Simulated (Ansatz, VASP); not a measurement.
## CuO in VASP and in Ansatz

```
Cu O
1.0
     2.03002   -2.19579    0.00000
     2.03002    2.19579    0.00000
     0.00000    0.00000    5.25705
Cu O
2 2
Direct
  0.50000 0.00000 0.00000
  0.00000 0.50000 0.50000
  0.50000 0.50000 0.25000
  0.50000 0.50000 0.75000
```

Alike in both runs: task single point; functional RPBE; k mesh 9 × 9 × 5; occupations fermi-dirac, width 0.05 eV; no spin polarisation.

|  | VASP | Ansatz |
| --- | --- | --- |
| version | VASP 6.6.1 | Ansatz 0.2.0 |
| potentials or method | VASP PAW PBE potentials, release 64 (Cu_sv_GW, O) | Ansatz PAW |
| plane-wave cutoff (eV) | 820 | 420 |
| valence electrons in the cell | 50 | 50 |

VASP gave:

```
gap on the k mesh at the Fermi level (eV)                     : none
pressure (GPa)                                                : -2.5
traceless stress, the component that is largest in VASP (GPa) : -1.57
```

Problem. Which values does Ansatz return?

Solution. gap on the k mesh at the Fermi level (eV): none; pressure (GPa): -1.9; traceless stress, the component that is largest in VASP (GPa): -1.57.

VASP's potentials were made for PBE, not for RPBE. A gap of «none» marks a metal or a gap that the smearing closes.
